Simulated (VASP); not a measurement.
Set up this calculation in VASP 6.6.1, as the native input.

```yaml
Task: relaxation of cell and atoms
Functional: PBE
Potentials_or_basis: VASP PAW PBE potentials, release 64 (Mg, Cl)
Cutoff: 600 eV
k_mesh: 10 × 10 × 10
Occupations: gaussian, width 0.1 eV
Spin: no spin polarisation
Dipole_correction: no
Further_INCAR_settings: ALGO = Normal; EDIFF = 1e-07; IBRION = 2; EDIFFG = -0.01; NSW = 100; ISIF = 3
```

The structure of Mg3Cl lies in POSCAR:

```
Mg3Cl
1.0
    4.6397463969      0.0000000000      0.0000000000
    0.0000000000      4.6397463969      0.0000000000
    0.0000000000      0.0000000000      4.6397463969
Mg Cl
3 1
Direct
    0.0000000000      0.5000000000      0.5000000000
    0.5000000000      0.0000000000      0.5000000000
    0.5000000000      0.5000000000      0.0000000000
    0.0000000000      0.0000000000      0.0000000000
```

The input as run:

INCAR

```
PREC = Accurate ; ENCUT = 600
EDIFF = 1E-7 ; ISMEAR = 0
SIGMA = 0.1 ; LREAL = False
LASPH = True ; NELM = 60
ALGO = Normal ; ISIF = 3
LWAVE = False ; LCHARG = False
GGA = PE ; IBRION = 2
NSW = 100 ; EDIFFG = -0.01
```

KPOINTS

```
Automatic mesh
0
Gamma
  10 10 10
```

Potentials or basis: VASP PAW PBE potentials, release 64 (Mg, Cl).

Launch:

```sh
$ cat potpaw_PBE.64/Mg/POTCAR potpaw_PBE.64/Cl/POTCAR > POTCAR
$ mpirun -np 1 vasp_std > vasp.out
```

Results of the run:

```yaml
Relaxed_volume: 25.26 Å³/atom
Relaxed_cell: a = 4.658 Å, b = 4.658 Å, c = 4.658 Å, α = 90.00°, β = 90.00°, γ = 90.00°
Space_group_after_relaxing_to_0.1_Å: Pm-3m (No. 221)
Energy_gained_by_relaxing: 0.2 meV/atom
Ionic_steps: 3
Pressure_after_relaxing: 0.0 GPa
Band_gap_on_the_k_mesh: zero (an odd number of electrons rules out a gap without spin polarisation)
```

It took 80 s on 1 thread of Intel(R) Xeon(R) 6975P-C (Granite Rapids), on a shared host, peak memory 0.29 GiB.
